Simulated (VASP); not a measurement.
# Bi16H6C2S in VASP: single point with PBE+D3(BJ)

Aim: the single point of Bi16H6C2S with PBE+D3(BJ).

Program: VASP 6.6.1. These are calculated values, not measurements. Logs are shortened: lines on timing, memory, paths and dates and some standing lists are left out, and cuts for length are marked.

## Step 1: The cell of the first run

The cell holds a slab with vacuum, 25 atoms: a = 9.065 Å, b = 9.371 Å, c = 25.354 Å, α = 90.00°, β = 90.00°, γ = 118.92°.

## Step 2: Single point, PBE+D3(BJ)

The input, INCAR:

```
  PREC = Accurate
  ENCUT = 520
  EDIFF = 1E-6
  ISMEAR = 0
  SIGMA = 0.1
  LREAL = F
  LASPH = T
  NELM = 120
  ALGO = Normal
  ISIF = 2
  LWAVE = F
  LCHARG = T
  LDIPOL = T
  IDIPOL = 3
  DIPOL = 0.5 0.5 0.512
  GGA = PE
  IVDW = 12
  LVHAR = T
  LVACPOTAV = T
  NBANDS = 148
  GGA_COMPAT = F
  NELMDL = -8
  KPAR = 2
  NCORE = 2
```

The input, KPOINTS:

```
Automatic mesh
0
Gamma
  3 3 1
```

The input, POSCAR:

```
Bi16H6C2S
1.0
    9.0651812595      0.0000000000      0.0000000000
   -4.5325906298      8.2023281676      0.0000000000
    0.0000000000      0.0000000000     25.3542415530
Bi C S H
16 2 1 6
Direct
    0.4860765290      0.4721530580      0.3155290598
    0.4860765290      0.9721530580      0.3155290598
    0.9860765290      0.4721530580      0.3155290598
    0.9860765290      0.9721530580      0.3155290598
    0.6666057787      0.3332115575      0.3851126714
    0.6666057787      0.8332115575      0.3851126714
    0.1666057788      0.3332115575      0.3851126714
    0.1666057788      0.8332115575      0.3851126714
    0.8208018844      0.6418556282      0.4731194133
    0.8205654425      0.1432030326      0.4760304294
    0.3211310290      0.6423493375      0.4766097301
    0.3227126627      0.1433452443      0.4760277340
    0.9844122318      0.4772089673      0.5373237511
    0.9865111574      0.9728898572      0.5368328023
    0.4925809998      0.4771505476      0.5373802160
    0.4874308217      0.9749639319      0.5387463068
    0.2391681196      0.1759826201      0.6612417973
   -0.0673307900      0.1737115341      0.6604607357
    0.1345081579      0.2720460586      0.6270131987
    0.1688409698      0.0430388996      0.6563089650
    0.3637200954      0.2224487425      0.6429812917
    0.2541711925      0.2082433613      0.7032286735
   -0.1271659093      0.0406942656      0.6560984668
   -0.1468669191      0.2169316276      0.6412337753
   -0.0525513547      0.2074570686      0.7023264650
```

Potentials or basis: VASP PAW PBE potentials, release 64 (Bi_d, C, S, H).

Launch:

```console
cat potpaw_PBE.64/Bi_d/POTCAR potpaw_PBE.64/C/POTCAR potpaw_PBE.64/S/POTCAR potpaw_PBE.64/H/POTCAR > POTCAR
mpirun -np 4 vasp_std > vasp.out
```

OUTCAR:

```text
PREC = Accurate
   ENCUT = 520
   EDIFF = 1E-6
   ISMEAR = 0
   LREAL = F
   LASPH = T
   NELM = 120
   ISIF = 2
   GGA = PE
   IVDW = 12
   NELMDL = -8
 IVDW          = 12

 ion  position               nearest neighbor table
   1  0.486  0.472  0.316-   7 3.09   5 3.09   6 3.45
   2  0.486  0.972  0.316-   8 3.09   6 3.09   5 3.45
   3  0.986  0.472  0.316-   5 3.09   7 3.09   8 3.45
   4  0.986  0.972  0.316-   6 3.09   8 3.09   7 3.45
   5  0.667  0.333  0.385-   1 3.09   3 3.09   9 3.37   2 3.45  12 3.58  10 3.58
   6  0.667  0.833  0.385-   2 3.09   4 3.09  10 3.43   1 3.45   9 3.55  11 3.60
   7  0.167  0.333  0.385-   1 3.09   3 3.09  11 3.44   4 3.45  12 3.59  10 3.59
   8  0.167  0.833  0.385-   2 3.09   4 3.09  12 3.43   3 3.45   9 3.55  11 3.60
   9  0.821  0.642  0.473-  13 3.07  15 3.07  14 3.16   5 3.37   6 3.55   8 3.55
  10  0.821  0.143  0.476-  14 3.08  16 3.09  13 3.15   6 3.43   5 3.58   7 3.59
  11  0.321  0.642  0.477-  13 3.08  15 3.08  16 3.15   7 3.44   8 3.60   6 3.60
  12  0.323  0.143  0.476-  14 3.08  16 3.09  15 3.15   8 3.43   5 3.58   7 3.59
  13  0.984  0.477  0.537-   9 3.07  11 3.08  10 3.15
  14  0.987  0.973  0.537-  12 3.08  10 3.08   9 3.16  19 3.35
  15  0.493  0.477  0.537-   9 3.07  11 3.08  12 3.15
  16  0.487  0.975  0.539-  12 3.09  10 3.09  11 3.15
  17  0.239  0.176  0.661-  21 1.10  22 1.10  20 1.10  19 1.81
  18  0.933  0.174  0.660-  25 1.10  24 1.10  23 1.10  19 1.81
  19  0.135  0.272  0.627-  18 1.81  17 1.81  14 3.35
  20  0.169  0.043  0.656-  17 1.10
  21  0.364  0.222  0.643-  17 1.10
  22  0.254  0.208  0.703-  17 1.10
  23  0.873  0.041  0.656-  18 1.10
  24  0.853  0.217  0.641-  18 1.10
  25  0.947  0.207  0.702-  18 1.10

  LATTYP: Found a base centered orthorhombic cell.
 ALAT       =     9.0651812595
 B/A-ratio  =     1.8096335711
 C/A-ratio  =     2.7968819185

  Lattice vectors:

 A1 = (   4.5325906298,  -8.2023281676,   0.0000000000)
 A2 = (   4.5325906297,   8.2023281676,   0.0000000000)
 A3 = (   0.0000000000,   0.0000000000,  25.3542415530)

Analysis of symmetry for initial positions (statically):
=====================================================================
 Subroutine PRICEL returns:
 Original cell was already a primitive cell.

 Routine SETGRP: Setting up the symmetry group for a
 base centered orthorhombic supercell.

 Subroutine GETGRP returns: Found  1 space group operations
 (whereof  1 operations were pure point group operations)
 out of a pool of  8 trial point group operations.

The static configuration has the point symmetry C_1 .

Analysis of symmetry for dynamics (positions and initial velocities):
=====================================================================
 Subroutine PRICEL returns:
 Original cell was already a primitive cell.

 Routine SETGRP: Setting up the symmetry group for a
 base centered orthorhombic supercell.

 Subroutine GETGRP returns: Found  1 space group operations
 (whereof  1 operations were pure point group operations)
 out of a pool of  8 trial point group operations.

The dynamic configuration has the point symmetry C_1 .

 Subroutine INISYM returns: Found  1 space group operations
 (whereof  1 operations are pure point group operations),
 and found     1 'primitive' translations

----------------------------------------------------------------------------------------

                                     Primitive cell

  volume of cell :    1885.2296

  direct lattice vectors                    reciprocal lattice vectors
     9.065181259  0.000000000  0.000000000     0.110312190  0.060958302  0.000000000
    -4.532590630  8.202328168  0.000000000     0.000000000  0.121916605  0.000000000
     0.000000000  0.000000000 25.354241553     0.000000000  0.000000000  0.039441132

  length of vectors
     9.065181259  9.371369440 25.354241553     0.126034495  0.121916605  0.039441132

  position of ions in fractional coordinates (direct lattice)
     0.486076529  0.472153058  0.315529060
     0.486076529  0.972153058  0.315529060
     0.986076529  0.472153058  0.315529060
     0.986076529  0.972153058  0.315529060
     0.666605779  0.333211558  0.385112671
     0.666605779  0.833211558  0.385112671
[... 17 lines left out ...]
     0.853133081  0.216931628  0.641233775
     0.947448645  0.207457069  0.702326465

  ion indices of the primitive-cell ions
   primitive index   ion index
                 1           1
                 2           2
                 3           3
                 4           4
                 5           5
                 6           6
[... 17 lines left out ...]
                24          24
                25          25

----------------------------------------------------------------------------------------

 KPOINTS: Automatic mesh

Automatic generation of k-mesh.
 Grid dimensions read from file:
 generate k-points for:    3    3    1

 Generating k-lattice:

  Cartesian coordinates                     Fractional coordinates (reciprocal lattice)
     0.036770730  0.020319434  0.000000000     0.333333333 -0.000000000  0.000000000
     0.000000000  0.040638868  0.000000000     0.000000000  0.333333333  0.000000000
     0.000000000  0.000000000  0.039441132     0.000000000  0.000000000  1.000000000

  Length of vectors
     0.042011498  0.040638868  0.039441132

  Shift w.r.t. Gamma in fractional coordinates (k-lattice)
     0.000000000  0.000000000  0.000000000

 Subroutine IBZKPT returns following result:
 ===========================================

 Found      5 irreducible k-points:

 Following reciprocal coordinates:
            Coordinates               Weight
  0.000000  0.000000  0.000000      1.000000
  0.333333 -0.000000  0.000000      2.000000
  0.333333 -0.333333  0.000000      2.000000
  0.000000  0.333333  0.000000      2.000000
  0.333333  0.333333  0.000000      2.000000
   k-points           NKPTS =      5   k-points in BZ     NKDIM =      5   number of bands    NBANDS=    148
   number of dos      NEDOS =    301   number of ions     NIONS =     25
   total plane-waves  NPLWV = 940800
   dimension x,y,z NGX =    70 NGY =   70 NGZ =  192
   dimension x,y,z NGXF=   140 NGYF=  140 NGZF=  384
   ions per type =              16   2   1   6
   NGX,Y,Z   is equivalent  to a cutoff of  12.84, 12.42, 12.59 a.u.
   NGXF,Y,Z  is equivalent  to a cutoff of  25.67, 24.84, 25.18 a.u.
 SYSTEM =  unknown system
   PREC   = accura    normal or accurate (medium, high low for compatibility)
   ISTART =      0    job   : 0-new  1-cont  2-samecut
   ICHARG =      2    charge: 1-file 2-atom 10-const
   ISPIN  =      1    spin polarized calculation?
   LNONCOLLINEAR =      F non collinear calculations
   LSORBIT =      F    spin-orbit coupling
   LASPH  =      T    aspherical Exc in radial PAW
   ENCUT  =  520.0 eV  38.22 Ry    6.18 a.u.  16.86 17.42 47.14*2*pi/ulx,y,z
   NELM   =    120;   NELMIN=  2; NELMDL= -8     # of ELM steps
   EDIFF  = 0.1E-05   stopping-criterion for ELM
   LREAL  =      F    real-space projection
   EDIFFG = 0.1E-04   stopping-criterion for IOM
   NSW    =      0    number of steps for IOM
   IBRION =     -1    ionic relax: 0-MD 1-quasi-New 2-CG
   NFREE  =      0    steps in history (QN), initial steepest desc. (CG)
   ISIF   =      2    stress and relaxation
   ISYM   =      2    0-nonsym 1-usesym 2-fastsym
   POTIM  = 0.5000    time-step for ionic-motion
   TEBEG  =    0.0;   TEEND  =   0.0 temperature during run
   PSTRESS=    0.0 pullay stress
   NELECT =     260.0000    total number of electrons
   NUPDOWN=      -1.0000    fix difference up-down
   EMIN   =  10.00;   EMAX   =-10.00  energy-range for DOS
   EFERMI =   0.00;   METHOD = LEGACY
   ISMEAR =     0;   SIGMA  =   0.10  broadening in eV -4-tet -1-fermi 0-gaus
   EFERMI_NEDOS =   21; number of points for ismear=-14 and -15
   IALGO  =     38    algorithm
   IMIX   =      4    mixing-type and parameters
     AMIX     =   0.40;   BMIX     =  1.00
     AMIX_MAG =   1.60;   BMIX_MAG =  1.00
  volume/ion in A,a.u.               =      75.41       508.89
  Fermi-wavevector in a.u.,A,eV,Ry     =   0.845820  1.598368  9.733760  0.715411
  Thomas-Fermi vector in A             =   1.961069
   LORBIT       =      0    0 simple, 1 ext, 2 COOP (PROOUT), +10 PAW based schemes
   GGA     = PE    functional components
   LHFCALC =     F    Hartree Fock is set to
   AEXX    =    0.0000 exact exchange contribution
   IVDW    =    12    specifies the selected vdW correction
   LEPSILON=     F    determine dielectric tensor
   LRPA    =     F    only Hartree local field effects (RPA)
 non-spin polarized calculation
 Gauss-broadening in eV      SIGMA  =   0.10
  energy-cutoff  :      520.00
  volume of cell :     1885.23
 maximum number of plane-waves:     50809
 NGX is ok and might be reduce to    70
   NGX = 33   NGY = 35   NGZ = 95

 dipolmoment           0.000000      0.000000      0.185252 electrons x Angstroem

 number of electron     260.0000035 magnetization

 dipolmoment           0.000000      0.000000     -0.281425 electrons x Angstroem

 Free energy of the ion-electron system (eV)
  ---------------------------------------------------
  ext. energy  EPLUGINS =         0.00000000
  ---------------------------------------------------
  free energy    TOTEN  =      -104.17387752 eV

  energy without entropy =     -104.16608497  energy(sigma->0) =     -104.16998124

 E-fermi :  -0.6728     XC(G=0):  -3.8724

 val. band max:       -0.8139501428   @ k =   0.3333   0.3333   0.0000
 cond. band min:      -0.5896306016   @ k =   0.0000   0.0000   0.0000
 fundamental gap:      0.2243195412
 Fermi energy:        -0.6728433313

 k-point     1 :       0.0000    0.0000    0.0000
  band No.  band energies     occupation
      1     -23.3219      2.00000
      2     -23.3069      2.00000
      3     -23.3060      2.00000
      4     -23.2894      2.00000
      5     -23.2890      2.00000
      6     -23.2357      2.00000
[... 134 lines left out ...]
    141       1.1612      0.00000
    142       1.1774      0.00000

 k-point     2 :       0.3333   -0.0000    0.0000
  band No.  band energies     occupation
      1     -23.3134      2.00000
      2     -23.3062      2.00000
      3     -23.3000      2.00000
      4     -23.2899      2.00000
      5     -23.2848      2.00000
      6     -23.2446      2.00000
[... 134 lines left out ...]
    141       1.2233      0.00000
    142       1.2691      0.00000

 k-point     3 :       0.3333   -0.3333    0.0000
  band No.  band energies     occupation
      1     -23.3134      2.00000
      2     -23.3060      2.00000
      3     -23.3001      2.00000
      4     -23.2900      2.00000
      5     -23.2848      2.00000
      6     -23.2446      2.00000
[... 134 lines left out ...]
    141       1.2234      0.00000
    142       1.2691      0.00000

 k-point     4 :       0.0000    0.3333    0.0000
  band No.  band energies     occupation
      1     -23.3218      2.00000
      2     -23.3056      2.00000
      3     -23.2967      2.00000
      4     -23.2881      2.00000
      5     -23.2805      2.00000
      6     -23.2443      2.00000
[... 134 lines left out ...]
    141       1.3329      0.00000
    142       1.3693      0.00000

 k-point     5 :       0.3333    0.3333    0.0000
  band No.  band energies     occupation
      1     -23.3145      2.00000
      2     -23.3038      2.00000
      3     -23.2949      2.00000
      4     -23.2905      2.00000
      5     -23.2725      2.00000
      6     -23.2600      2.00000
[... 134 lines left out ...]
    141       1.2818      0.00000
    142       1.3911      0.00000
 [bands above 142 left out]

------------------------ aborting loop because EDIFF is reached ----------------------------------------

 Edisp (eV)   -5.36394

 E8    (eV) :    -2.6770

  FORCE on cell =-STRESS in cart. coord.  units (eV):
  Direction    XX          YY          ZZ          XY          YZ          ZX
  --------------------------------------------------------------------------------------
  -------------------------------------------------------------------------------------
  Total     -10.30545   -17.10076    -5.18274     0.00397    -3.00167    -0.00488
  in kB      -8.75817   -14.53322    -4.40459     0.00337    -2.55099    -0.00415
  external pressure =       -9.23 kB  Pullay stress =        0.00 kB

 VOLUME and BASIS-vectors are now :
 -----------------------------------------------------------------------------
  energy-cutoff  :      520.00
  volume of cell :     1885.23
      direct lattice vectors                 reciprocal lattice vectors
     9.065181259  0.000000000  0.000000000     0.110312190  0.060958302  0.000000000
    -4.532590630  8.202328168  0.000000000     0.000000000  0.121916605  0.000000000
     0.000000000  0.000000000 25.354241553     0.000000000  0.000000000  0.039441132

 POSITION                                       TOTAL-FORCE (eV/Angst)
 -----------------------------------------------------------------------------------
      2.26630      3.87275      8.00000        -0.014122      0.422501      0.686112
     -0.00000      7.97392      8.00000        -0.000488      0.420963      0.666951
      6.79889      3.87275      8.00000         0.013804      0.423108      0.686948
      4.53259      7.97392      8.00000        -0.000200      0.445683      0.715970
      4.53259      2.73311      9.76424         0.000018     -0.416714     -0.691432
      2.26630      6.83427      9.76424        -0.006723     -0.423605     -0.693222
[... 17 lines left out ...]
      6.75054      1.77934     16.25800        -0.018766      0.004902     -0.003460
      7.64848      1.70163     17.80695        -0.003093      0.001152      0.018770
 -----------------------------------------------------------------------------------
    total drift:                                0.000130     -0.002585      0.000455

  FREE ENERGIE OF THE ION-ELECTRON SYSTEM (eV)
  ---------------------------------------------------
  free  energy   TOTEN  =      -109.5378198619 eV

  energy  without entropy=     -109.5300273159  energy(sigma->0) =     -109.53392359

 vacuum level on the upper side and lower side of the slab         2.888         3.573
```

Run time: 28 min. Hardware: 4 MPI ranks of AMD EPYC 7R43 (Zen 3), shared host; peak memory 1.2 GiB.

What came out:

```yaml
Free_energy: -109.5378 eV
Largest_force: 0.843 eV/Å
Band_gap_on_the_k_mesh: 0.22 eV (least direct gap 0.23 eV)
Dispersion_energy_per_atom: -0.215 eV
```

Forces in eV/Å, atoms in the order of the input:
```
Bi  -0.014  0.423  0.686
Bi   0.000  0.421  0.667
Bi   0.014  0.423  0.687
Bi   0.000  0.446  0.716
Bi   0.000 -0.417 -0.691
Bi  -0.007 -0.424 -0.693
Bi   0.000 -0.434 -0.683
Bi   0.006 -0.424 -0.693
Bi   0.000 -0.004 -0.011
Bi   0.001 -0.004 -0.009
Bi   0.000  0.000 -0.012
Bi  -0.001 -0.006 -0.010
Bi  -0.001  0.001  0.009
Bi   0.000 -0.001  0.010
Bi   0.001  0.001  0.009
Bi   0.000 -0.001  0.011
C   -0.087  0.053 -0.054
C    0.064  0.042 -0.044
S    0.017 -0.073  0.074
H   -0.002 -0.019  0.002
H    0.026  0.006 -0.010
H    0.003  0.000  0.023
H    0.002 -0.015  0.001
H   -0.019  0.005 -0.003
H   -0.003  0.001  0.019
```

Caveat: spin-orbit coupling is left out, which moves the levels of the heavy elements.
